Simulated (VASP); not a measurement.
**Al16HO: single point with PBE**

The system is Al16HO, a slab with vacuum.

```xyz
18
Lattice="5.7276 0.0000 0.0000 2.8638 4.9602 0.0000 0.0000 0.0000 18.0148" Properties=species:S:1:pos:R:3 pbc="T T T"
Al    0.0000    0.0000    1.0000
Al    2.8638    0.0000    1.0000
Al    1.4319    2.4801    1.0000
Al    4.2957    2.4801    1.0000
Al    1.3926    1.0005    3.3837
Al    4.4054    0.9691    3.1844
Al    2.9054    3.1431    3.2071
Al    5.9031    3.4053    3.5142
Al   -0.1024    1.6097    5.4244
Al    2.9647    1.4302    5.3614
Al    1.4441    3.8719    5.6576
Al    4.2253    4.0359    5.5087
Al   -0.2285   -0.0021    8.7081
Al    2.4875    0.0092    8.0083
Al    1.1520    2.8001    8.0599
Al    4.1025    2.1885    7.9763
O    -0.1242   -0.2407   10.5820
H     0.6623    0.2059   10.9415
```

| Quantity | Value |
| --- | --- |
| Program | VASP 6.6.1 |
| Task | single point |
| Functional | PBE |
| Potentials or basis | VASP PAW PBE potentials, release 64 (Al, O, H) |
| Cutoff | 520 eV |
| k mesh | 2 × 2 × 1 |
| Occupations | fermi-dirac, width 0.15 eV |
| Spin | no spin polarisation |

| Property | Result |
| --- | --- |
| Largest force | 2.280 eV/Å |
| Band gap on the k mesh | zero (an odd number of electrons rules out a gap without spin polarisation) |

Forces in eV/Å, atoms in the order of the input:
```
Al   0.055  0.076 -0.018
Al  -0.012 -0.093  0.156
Al  -0.255 -0.035 -0.229
Al   0.276  0.093 -0.450
Al   0.067 -1.115 -0.569
Al  -0.116 -0.811  0.478
Al   0.144  1.019  0.917
Al  -0.650  0.559 -1.339
Al   0.175 -0.480  0.829
Al  -0.101  0.103  0.571
Al   0.716  0.635 -0.386
Al  -0.390  0.250 -0.236
Al   0.432 -0.263  2.223
Al  -0.287  0.279 -0.050
Al   0.195 -1.315  0.193
Al  -0.141  0.758 -0.216
O   -0.104  0.334 -2.028
H   -0.003  0.007  0.155
```

Levels at points of the mesh, in eV from the Fermi level:
```
           k point  band 23  band 24  band 25  band 26  band 27  band 28  band 29  band 30
(0.00, 0.00, 0.00)    -2.52    -2.28    -2.19    -1.90    -1.69    -0.51    -0.37    -0.23
(0.50, 0.00, 0.00)    -0.88    -0.63    -0.57    -0.51     0.23     0.40     0.54     0.65
(0.50, 0.50, 0.00)    -0.84    -0.81    -0.61    -0.45     0.20     0.34     0.53     0.66
(0.00, 0.50, 0.00)    -0.75    -0.62    -0.52    -0.42     0.18     0.40     0.61     0.68
```

Run time: 5.8 min on 1 thread of Intel(R) Xeon(R) Platinum 8259CL CPU @ 2.50GHz (Skylake/Cascade Lake) (shared host), peak memory 0.64 GiB.

Caveat: the k points lie up to 0.63 Å⁻¹ apart, too coarse for converged energies and pressures of a metal; there is no dipole correction, which matters where the two faces differ.
